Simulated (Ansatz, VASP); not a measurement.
## One calculation of Ga2SeS2, two programs

```
Ga Se S
1.0
     5.04459    0.00000    0.00000
     0.00000    5.04459    0.00000
     0.00000    0.00000    5.05295
Ga Se S
2 1 2
Direct
  0.00000 0.00000 0.74443
  0.00000 0.00000 0.25557
  0.50000 0.50000 0.50000
  0.00000 0.50000 0.50000
  0.50000 0.00000 0.50000
```

Alike in both runs: task relaxation of cell and atoms; functional PBE; k mesh 8 × 8 × 8; occupations gaussian, width 0.1 eV; no spin polarisation.

|  | VASP | Ansatz |
| --- | --- | --- |
| version | VASP 6.6.1 | Ansatz 0.2.0 |
| potentials or method | VASP PAW PBE potentials, release 64 (Ga_d, Se, S), cutoff 600 eV | scalar-relativistic, plane waves, PAW |
| valence electrons in the cell | 44 | 54 |

```csv
,VASP,Ansatz,Ansatz less VASP
"gap on the k mesh at the Fermi level, each at its own relaxed structure (eV)",none,none,-
relaxed volume (Å³/atom),27.53,27.36,-0.169
relaxed length of the cell vector where the two differ most in proportion (Å),5.511,5.474,-0.0377
```

A gap of «none» marks a metal or a gap that the smearing closes. VASP's potentials hold 44 valence electrons a cell and Ansatz's 54, so a difference there can come from the potentials and not from the codes.
